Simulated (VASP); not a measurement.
Here is a VASP 6.6.1 calculation.

INCAR

```
SYSTEM = NbPO4
PREC     = Accurate       ! precision mode
ENCUT    = 520            ! plane-wave cutoff, eV
EDIFF    = 1E-6           ! SCF threshold, eV
ISMEAR   = 0              ! smearing method
SIGMA    = 0.1            ! smearing width, eV
LREAL    = .FALSE.        ! projectors in reciprocal space
LASPH    = .TRUE.         ! aspherical terms in the spheres
NELM     = 150            ! most SCF steps
ALGO     = Normal         ! electronic algorithm
ISIF     = 2              ! what is computed and relaxed
LWAVE    = .FALSE.        ! write WAVECAR
LCHARG   = .FALSE.        ! write CHGCAR
ISPIN    = 2              ! spin polarisation
MAGMOM   = -0.01 0.21 1.03 1.03 1.03 1.03 ! initial moments
LORBIT   = 11             ! projections on sites
LMAXMIX  = 4              ! l up to which the mixer works
GGA      = PE             ! functional
NBANDS   = 34             ! bands
```

File KPOINTS:

```
Automatic mesh
0
G
  6 6 6
  0 0 0
```

The input POSCAR:

```
NbPO4
1.0
    0.0000000000      3.2197229600      3.2197229600
    3.2197229600      0.0000000000      3.2197229600
    3.2197229600      3.2197229600      0.0000000000
Nb P O
1 1 4
Direct
    0.0000000000      0.0000000000      0.0000000000
    0.7500000000      0.7500000000      0.7500000000
    0.8739951600      0.3753349500      0.3753349500
    0.3753349500      0.3753349500      0.3753349500
    0.3753349500      0.8739951600      0.3753349500
    0.3753349500      0.3753349500      0.8739951600
```

Potentials or basis: VASP PAW PBE potentials, release 64 (Nb_sv, P, O).

Command:

```sh
$ cat potpaw_PBE.64/Nb_sv/POTCAR potpaw_PBE.64/P/POTCAR potpaw_PBE.64/O/POTCAR > POTCAR
$ mpirun -np 1 vasp_std > vasp.out
```

Problem. Estimate the site moments.

Solution. Nb -0.02; P +0.14; O +0.84 μB.

Problem. Estimate the pressure.

Solution. -12.9 GPa.

Problem. Estimate the largest force.

Solution. 0.231 eV/Å.

Problem. Estimate the net moment.

Solution. 4.05 μB per cell.

Forces in eV/Å, atoms in the order of the input:
```
Nb   0.000  0.000  0.000
P    0.000  0.000  0.000
O   -0.134  0.134  0.134
O   -0.134 -0.134 -0.134
O    0.134 -0.134  0.134
O    0.134  0.134 -0.134
```

Caveat: the cell stands under tension.
